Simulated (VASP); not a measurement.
# CdS (Fm-3m) in VASP: a series of runs

CdS is run at these levels: PBE; tasks: single point.

Everything below comes from runs of VASP 6.6.1. Logs are shortened: lines on timing, memory, paths and dates and some standing lists are left out, and cuts for length are marked.

## Step 1: The cell of the first run

It takes space group Fm-3m (No. 225, cubic). The conventional cell has a = 5.506 Å, b = 5.506 Å, c = 5.506 Å, α = 90.00°, β = 90.00°, γ = 90.00°. Cd (site symmetry m-3m) has 6 S at 2.75 Å within 3.6 Å. S (site symmetry m-3m) has 6 Cd at 2.75 Å within 3.6 Å.

## Step 2: Single point, PBE

File INCAR:

```
ALGO = Normal ; EDIFF = 1E-6
ENCUT = 520 ; GGA = PE
ISIF = 2 ; ISMEAR = 0
LASPH = T ; LCHARG = F
LREAL = F ; LWAVE = F
NBANDS = 16 ; NELM = 60
PREC = Accurate ; SIGMA = 0.015
```

File KPOINTS:

```
k-points
0
Gamma
  8 8 8
```

File POSCAR:

```
CdS
1.0
    0.0000000000      2.7532440000      2.7532440000
    2.7532440000      0.0000000000      2.7532440000
    2.7532440000      2.7532440000      0.0000000000
Cd S
1 1
Direct
    0.0000000000      0.0000000000      0.0000000000
    0.5000000000      0.5000000000      0.5000000000
```

Potentials or basis: VASP PAW PBE potentials, release 64 (Cd, S).

Started as:

```console
$ cat potpaw_PBE.64/Cd/POTCAR potpaw_PBE.64/S/POTCAR > POTCAR
$ mpirun -np 1 vasp_std > vasp.out
```

OUTCAR:

```text
EDIFF = 1E-6
   ENCUT = 520
   GGA = PE
   ISIF = 2
   ISMEAR = 0
   LASPH = T
   LREAL = F
   NELM = 60
   PREC = Accurate

 ion  position               nearest neighbor table
   1  0.000  0.000  0.000-   2 2.75   2 2.75   2 2.75   2 2.75   2 2.75   2 2.75
   2  0.500  0.500  0.500-   1 2.75   1 2.75   1 2.75   1 2.75   1 2.75   1 2.75

  LATTYP: Found a face centered cubic cell.
 ALAT       =     5.5064880000

  Lattice vectors:

 A1 = (   0.0000000000,   2.7532440000,   2.7532440000)
 A2 = (   2.7532440000,   0.0000000000,   2.7532440000)
 A3 = (   2.7532440000,   2.7532440000,   0.0000000000)

Analysis of symmetry for initial positions (statically):
=====================================================================
 Subroutine PRICEL returns:
 Original cell was already a primitive cell.

 Routine SETGRP: Setting up the symmetry group for a
 face centered cubic supercell.

 Subroutine GETGRP returns: Found 48 space group operations
[... 9 lines left out ...]

 Routine SETGRP: Setting up the symmetry group for a
 face centered cubic supercell.

 Subroutine GETGRP returns: Found 48 space group operations
[... 11 lines left out ...]
                                     Primitive cell

  volume of cell :      41.7411

  direct lattice vectors                    reciprocal lattice vectors
     0.000000000  2.753244000  2.753244000    -0.181603955  0.181603955  0.181603955
     2.753244000  0.000000000  2.753244000     0.181603955 -0.181603955  0.181603955
     2.753244000  2.753244000  0.000000000     0.181603955  0.181603955 -0.181603955

  length of vectors
     3.893675005  3.893675005  3.893675005     0.314547277  0.314547277  0.314547277

  position of ions in fractional coordinates (direct lattice)
     0.000000000  0.000000000  0.000000000
     0.500000000  0.500000000  0.500000000

  ion indices of the primitive-cell ions
   primitive index   ion index
                 1           1
                 2           2

----------------------------------------------------------------------------------------

 KPOINTS: k-points

Automatic generation of k-mesh.
 Grid dimensions read from file:
 generate k-points for:    8    8    8

 Generating k-lattice:

  Cartesian coordinates                     Fractional coordinates (reciprocal lattice)
[... 50 lines left out ...]
 SYSTEM =  unknown system
   PREC   = accura    normal or accurate (medium, high low for compatibility)
   ISTART =      0    job   : 0-new  1-cont  2-samecut
   ICHARG =      2    charge: 1-file 2-atom 10-const
   ISPIN  =      1    spin polarized calculation?
   LNONCOLLINEAR =      F non collinear calculations
   LSORBIT =      F    spin-orbit coupling
   LASPH  =      T    aspherical Exc in radial PAW
   ENCUT  =  520.0 eV  38.22 Ry    6.18 a.u.   7.24  7.24  7.24*2*pi/ulx,y,z
   NELM   =     60;   NELMIN=  2; NELMDL= -5     # of ELM steps
   EDIFF  = 0.1E-05   stopping-criterion for ELM
   LREAL  =      F    real-space projection
   EDIFFG = 0.1E-04   stopping-criterion for IOM
   NSW    =      0    number of steps for IOM
   IBRION =     -1    ionic relax: 0-MD 1-quasi-New 2-CG
   NFREE  =      0    steps in history (QN), initial steepest desc. (CG)
   ISIF   =      2    stress and relaxation
   ISYM   =      2    0-nonsym 1-usesym 2-fastsym
   POTIM  = 0.5000    time-step for ionic-motion
   TEBEG  =    0.0;   TEEND  =   0.0 temperature during run
   PSTRESS=    0.0 pullay stress
   NELECT =      18.0000    total number of electrons
   NUPDOWN=      -1.0000    fix difference up-down
   EMIN   =  10.00;   EMAX   =-10.00  energy-range for DOS
   EFERMI =   0.00;   METHOD = LEGACY
   ISMEAR =     0;   SIGMA  =   0.01  broadening in eV -4-tet -1-fermi 0-gaus
   EFERMI_NEDOS =   21; number of points for ismear=-14 and -15
   IALGO  =     38    algorithm
   IMIX   =      4    mixing-type and parameters
     AMIX     =   0.40;   BMIX     =  1.00
     AMIX_MAG =   1.60;   BMIX_MAG =  1.00
  volume/ion in A,a.u.               =      20.87       140.84
  Fermi-wavevector in a.u.,A,eV,Ry     =   1.236833  2.337275 20.813583  1.529755
  Thomas-Fermi vector in A             =   2.371425
   LORBIT       =      0    0 simple, 1 ext, 2 COOP (PROOUT), +10 PAW based schemes
   GGA     = PE    functional components
   LHFCALC =     F    Hartree Fock is set to
   AEXX    =    0.0000 exact exchange contribution
   IVDW    =     0    specifies the selected vdW correction
   LEPSILON=     F    determine dielectric tensor
   LRPA    =     F    only Hartree local field effects (RPA)
 non-spin polarized calculation
 Gauss-broadening in eV      SIGMA  =   0.01
  energy-cutoff  :      520.00
  volume of cell :       41.74
 maximum number of plane-waves:      1158
 NGX is ok and might be reduce to    30
   NGX = 15   NGY = 15   NGZ = 15

 number of electron      18.0000005 magnetization

 Free energy of the ion-electron system (eV)
  ---------------------------------------------------
  ext. energy  EPLUGINS =         0.00000000
  ---------------------------------------------------
  free energy    TOTEN  =        -5.87660306 eV

  energy without entropy =       -5.87660306  energy(sigma->0) =       -5.87660306

 E-fermi :   2.8325     XC(G=0): -10.3034

 val. band max:        2.7133853180   @ k =   0.5000   0.0000   0.0000
 cond. band min:       2.9676564336   @ k =   0.5000   0.5000   0.0000
 fundamental gap:      0.2542711156
 Fermi energy:         2.8325240797

 k-point     1 :       0.0000    0.0000    0.0000
  band No.  band energies     occupation
      1      -9.9456      2.00000
      2      -4.8593      2.00000
      3      -4.8593      2.00000
      4      -4.8593      2.00000
      5      -4.8589      2.00000
      6      -4.8589      2.00000
[... 433 lines left out ...]
      3      -4.9445      2.00000
      4      -4.9023      2.00000
      5      -4.6550      2.00000
      6      -4.5647      2.00000
[... 8 lines left out ...]
     15      14.9554      0.00000
     16      17.0964      0.00000

 [... further k-points ...]
[... 5 lines left out ...]
  --------------------------------------------------------------------------------------
  -------------------------------------------------------------------------------------
  Total       -0.0223140     -0.0223140     -0.0223140      0.0000000      0.0000000     -0.0000000
  in kB       -0.8564916     -0.8564916     -0.8564916      0.0000000      0.0000000     -0.0000000
  external PRESSURE =      -0.8564916 kB  Pullay stress =       0.0000000 kB

 VOLUME and BASIS-vectors are now :
 -----------------------------------------------------------------------------
  energy-cutoff  :      520.00
  volume of cell :       41.74
      direct lattice vectors                 reciprocal lattice vectors
     0.000000000  2.753244000  2.753244000    -0.181603955  0.181603955  0.181603955
     2.753244000  0.000000000  2.753244000     0.181603955 -0.181603955  0.181603955
     2.753244000  2.753244000  0.000000000     0.181603955  0.181603955 -0.181603955

 POSITION                                       TOTAL-FORCE (eV/Angst)
 -----------------------------------------------------------------------------------
      0.00000      0.00000      0.00000         0.000000     -0.000000     -0.000000
      2.75324      2.75324      2.75324         0.000000      0.000000      0.000000
 -----------------------------------------------------------------------------------
    total drift:                               -0.000000      0.000000      0.000000

  FREE ENERGIE OF THE ION-ELECTRON SYSTEM (eV)
  ---------------------------------------------------
  free  energy   TOTEN  =        -5.8766030581 eV

  energy  without entropy=       -5.8766030581  energy(sigma->0) =       -5.87660306
```

OSZICAR:

```text
N       E                     dE             d eps       ncg     rms          rms(c)
DAV:   1     0.101192250275E+03    0.10119E+03   -0.93056E+03   984   0.105E+03
DAV:   2    -0.301801658751E+01   -0.10421E+03   -0.97416E+02  1136   0.251E+02
DAV:   3    -0.644462267298E+01   -0.34266E+01   -0.34218E+01  1128   0.472E+01
DAV:   4    -0.645993995063E+01   -0.15317E-01   -0.15317E-01  1160   0.312E+00
DAV:   5    -0.646009245000E+01   -0.15250E-03   -0.15250E-03  1144   0.299E-01    0.715E+00
DAV:   6    -0.590235908275E+01    0.55773E+00   -0.88068E-01  1240   0.114E+01    0.606E+00
DAV:   7    -0.587772839063E+01    0.24631E-01   -0.16282E-01  1128   0.290E+00    0.318E+00
DAV:   8    -0.587669052371E+01    0.10379E-02   -0.17003E-02  1064   0.160E+00    0.279E-01
DAV:   9    -0.587652563709E+01    0.16489E-03   -0.13618E-03  1160   0.513E-01    0.593E-02
DAV:  10    -0.587658073900E+01   -0.55102E-04   -0.17841E-04  1128   0.132E-01    0.582E-02
DAV:  11    -0.587660559528E+01   -0.24856E-04   -0.40170E-05  1128   0.622E-02    0.204E-02
DAV:  12    -0.587660287452E+01    0.27208E-05   -0.89551E-06  1184   0.349E-02    0.774E-03
DAV:  13    -0.587660305814E+01   -0.18362E-06   -0.90041E-07   696   0.599E-03
   1 F= -.58766031E+01 E0= -.58766031E+01  d E =-.529674E-31
```

stdout:

```text
POSCAR found type information on POSCAR CdS
 POSCAR found :  2 types and       2 ions
 scaLAPACK will be used
 LDA part: xc-table for (Slater+PW92), standard interpolation
 POSCAR, INCAR and KPOINTS ok, starting setup
 FFT: planning ... GRIDC
 FFT: planning ... GRID_SOFT
 FFT: planning ... GRID
 WAVECAR not read
 entering main loop
```

Run time: 18 s. Hardware: 1 thread of Intel Xeon Platinum 8259CL at 2.50GHz (Skylake/Cascade Lake), shared host; peak memory 0.17 GiB.

Results:

| Property | Result |
| --- | --- |
| Free energy | -5.8766 eV |
| Pressure | -0.1 GPa |
| Band gap on the k mesh | 0.25 eV, indirect (least direct gap 1.53 eV) |

A k mesh can miss the band edges.

(Part 1 of 3 ends here.)
